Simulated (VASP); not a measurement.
Set up this calculation in VASP 6.6.1, as the native input.

- Task: single point
- Functional: PBE
- Potentials or basis: VASP PAW PBE potentials, release 64 (Re)
- Cutoff: 520 eV
- k mesh: 21 × 21 × 12
- Occupations: fermi-dirac, width 0.1 eV
- Spin: no spin polarisation
- Dipole correction: no
- Further INCAR settings: ALGO = Normal; EDIFF = 1e-06; NBANDS = 14

The structure of Re lies in POSCAR:

```
Re
1.0
    2.8490292074      0.0000000000      0.0000000000
   -1.4245146037      2.4673316698      0.0000000000
    0.0000000000      0.0000000000      4.5951987704
Re
2
Direct
    0.3333333333      0.6666666667      0.2500000000
    0.6666666667      0.3333333333      0.7500000000
```

The input as run:

INCAR

```
  PREC = Accurate
  ENCUT = 520
  EDIFF = 1E-6
  ISMEAR = -1
  SIGMA = 0.1
  LREAL = F
  LASPH = T
  NELM = 80
  ALGO = Normal
  ISIF = 2
  LWAVE = F
  LCHARG = F
  GGA = PE
  NBANDS = 14
```

KPOINTS

```
Automatic mesh
0
Gamma
  21 21 12
```

Potentials or basis: VASP PAW PBE potentials, release 64 (Re).

Run with:

```bash
$ cat potpaw_PBE.64/Re/POTCAR > POTCAR
$ mpirun -np 1 vasp_std > vasp.out
```

Results of the run:

| Property | Result |
| --- | --- |
| Pressure | -24.3 GPa |
| Band gap on the k mesh | zero (bands 7 and 8 overlap by 2.78 eV) |

Caveat: the cell stands under tension; spin-orbit coupling is left out, which moves the levels of the heavy elements.

Wall time 2.7 min on 1 thread of Intel Xeon 8259CL (shared host), peak memory 0.26 GiB.
